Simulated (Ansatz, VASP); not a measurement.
## One calculation of AlN, two programs

```xyz
2
Lattice="0.0000 2.2268 2.2268 2.2268 0.0000 2.2268 2.2268 2.2268 0.0000" Properties=species:S:1:pos:R:3 pbc="T T T"
Al    0.0000    0.0000    0.0000
N     1.1134    1.1134    1.1134
```

Alike in both runs: task single point; functional B3LYP5; k mesh 5 × 5 × 5; occupations fermi-dirac, width 0.05 eV; no spin polarisation.

|  | VASP | Ansatz |
| --- | --- | --- |
| version | VASP 6.6.1 | Ansatz 0.2.0 |
| potentials or method | VASP PAW PBE potentials, release 64 (Al, N) | Ansatz PAW |
| plane-wave cutoff (eV) | 520 | 420 |
| valence electrons in the cell | 8 | 8 |

Ansatz gave:

```
gap on the k mesh at the Fermi level (eV) : 5.62
least direct gap on the mesh (eV)         : 5.62
pressure (GPa)                            : -8.5
```

Estimate VASP's values.

gap on the k mesh at the Fermi level (eV): 5.62; least direct gap on the mesh (eV): 5.62; pressure (GPa): -8.0.

VASP's potentials were made for PBE, not for B3LYP5.

The k mesh is coarse, so the values compare programs but aren't converged. Noted on Ansatz's run: odd divisions of the mesh miss points on the zone boundary, where band edges often lie, so the gap on the mesh can be too wide.
